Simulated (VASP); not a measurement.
Here is a VASP 6.6.1 calculation.

INCAR

```
SYSTEM = Hf
  ALGO = Normal
  EDIFF = 1E-6
  ENCUT = 520
  GGA = PS
  ISIF = 2
  ISMEAR = 0
  LASPH = .TRUE.
  LCHARG = .TRUE.
  LELF = .TRUE.
  LREAL = .FALSE.
  LVHAR = .TRUE.
  LWAVE = .FALSE.
  NBANDS = 11
  NELM = 80
  PREC = Accurate
  SIGMA = 0.15
```

Contents of KPOINTS:

```
k-points
0
G
  18 18 18
  0 0 0
```

File POSCAR:

```
Hf
1.0
   -1.7147500000      1.7147500000      1.8050000000
    1.7147500000     -1.7147500000      1.8050000000
    1.7147500000      1.7147500000     -1.8050000000
Hf
1
Direct
    0.0000000000      0.0000000000      0.0000000000
```

Potentials or basis: VASP PAW PBE potentials, release 64 (Hf_pv).

Command:

```bash
$ cat potpaw_PBE.64/Hf_pv/POTCAR > POTCAR
$ mpirun -np 1 vasp_std > vasp.out
```

Q: What does it give for the pressure?

A: 0.1 GPa.

Q: Predict the band gap on the k mesh.

A: Zero (band 5 reaches 6.20 eV, above the bottom of band 6 at 4.04 eV).

Stress tensor (GPa, compression positive):
```
-0.48  0.00  0.00
 0.00 -0.48  0.00
 0.00  0.00  1.19
```

Caveat: the cell differs from its parent crystal (strain -0.050 along x and y, +0.000 along z); the PAW data sets were made with another functional, which shifts forces and pressure a little; spin-orbit coupling is left out, which moves the levels of the heavy elements.
